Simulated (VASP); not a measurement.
Write the native input for VASP 6.6.1 that does the following.

```
Task                   : single point
Functional             : r2SCAN
Potentials or basis    : VASP PAW PBE potentials, release 64 (Ti_sv, C, H)
Cutoff                 : 520 eV
k mesh                 : 9 × 9 × 1
Occupations            : gaussian, width 0.1 eV
Spin                   : no spin polarisation
Dipole correction      : yes
Further INCAR settings : ALGO = Normal; EDIFF = 1e-06; NBANDS = 46
```

The system is Ti4HC5, a slab with vacuum.

```xyz
10
Lattice="3.0604 0.0000 0.0000 0.0000 3.0604 0.0000 0.0000 0.0000 26.5920" Properties=species:S:1:pos:R:3 pbc="T T T"
Ti    1.5302    1.5302    8.5000
Ti    0.0000    0.0000   10.6640
Ti    1.5302    1.5302   12.7997
Ti    0.0000    0.0000   14.9119
C     0.0000    0.0000    8.5000
C     1.5302    1.5302   10.6640
C     0.0000    0.0000   12.8269
C     1.5302    1.5302   14.9324
C     1.5302    1.5302   16.2661
H     1.5302    1.5302   17.3306
```

One way to write it, as run:

POSCAR

```
Ti4HC5
1.0
    3.0603581490      0.0000000000      0.0000000000
    0.0000000000      3.0603581490      0.0000000000
    0.0000000000      0.0000000000     26.5920000000
Ti C H
4 5 1
Direct
    0.5000000000      0.5000000000      0.3196450060
    0.0000000000      0.0000000000      0.4010228640
    0.5000000000      0.5000000000      0.4813350908
    0.0000000000      0.0000000000      0.5607666545
    0.0000000000      0.0000000000      0.3196450060
    0.5000000000      0.5000000000      0.4010228640
    0.0000000000      0.0000000000      0.4823601086
    0.5000000000      0.5000000000      0.5615371726
    0.5000000000      0.5000000000      0.6116918149
    0.5000000000      0.5000000000      0.6517215645
```

INCAR.step1

```
SYSTEM = Ti4HC5
PREC     = Accurate       ! precision mode
ENCUT    = 520            ! plane-wave cutoff, eV
ISMEAR   = 0              ! smearing method
SIGMA    = 0.1            ! smearing width, eV
LREAL    = .False.        ! projectors in reciprocal space
LASPH    = .True.         ! aspherical terms in the spheres
NELM     = 60             ! most SCF steps
LDIPOL   = .True.       
IDIPOL   = 3            
DIPOL    = 0.5 0.5 0.479
NBANDS   = 46             ! bands
GGA      = PE             ! functional
ALGO     = Normal         ! electronic algorithm
EDIFF    = 1E-4           ! SCF threshold, eV
LWAVE    = .True.         ! write WAVECAR
LCHARG   = .False.        ! write CHGCAR
```

INCAR.step2

```
SYSTEM = Ti4HC5
PREC     = Accurate       ! precision mode
ENCUT    = 520            ! plane-wave cutoff, eV
EDIFF    = 1E-6           ! SCF threshold, eV
ISMEAR   = 0              ! smearing method
SIGMA    = 0.1            ! smearing width, eV
LREAL    = .False.        ! projectors in reciprocal space
LASPH    = .True.         ! aspherical terms in the spheres
NELM     = 60             ! most SCF steps
ALGO     = Normal         ! electronic algorithm
ISIF     = 2              ! what is computed and relaxed
LWAVE    = .False.        ! write WAVECAR
LCHARG   = .False.        ! write CHGCAR
LDIPOL   = .True.       
IDIPOL   = 3            
DIPOL    = 0.5 0.5 0.479
METAGGA  = R2SCAN         ! meta-GGA
LMIXTAU  = .True.       
NBANDS   = 46             ! bands
ISTART   = 1
```

KPOINTS

```
regular mesh
0
Gamma
  9 9 1
  0 0 0
```

Potentials or basis: VASP PAW PBE potentials, release 64 (Ti_sv, C, H).

Command:

```bash
$ cat potpaw_PBE.64/Ti_sv/POTCAR potpaw_PBE.64/C/POTCAR potpaw_PBE.64/H/POTCAR > POTCAR
$ cp INCAR.step1 INCAR
$ mpirun -np 1 vasp_std > vasp.out
$ cp INCAR.step2 INCAR
$ mpirun -np 1 vasp_std > vasp.out
```

It gave:

| Item | Value |
| --- | --- |
| Largest force | 1.470 eV/Å |
| Band gap on the k mesh | zero (an odd number of electrons rules out a gap without spin polarisation) |

Caveat: the PAW data sets were made with another functional, which shifts forces and pressure a little.

Run time: 13 min on 1 thread of AMD EPYC 9R45 96-Core Processor (Zen 5), on a shared host, peak memory 0.43 GiB.
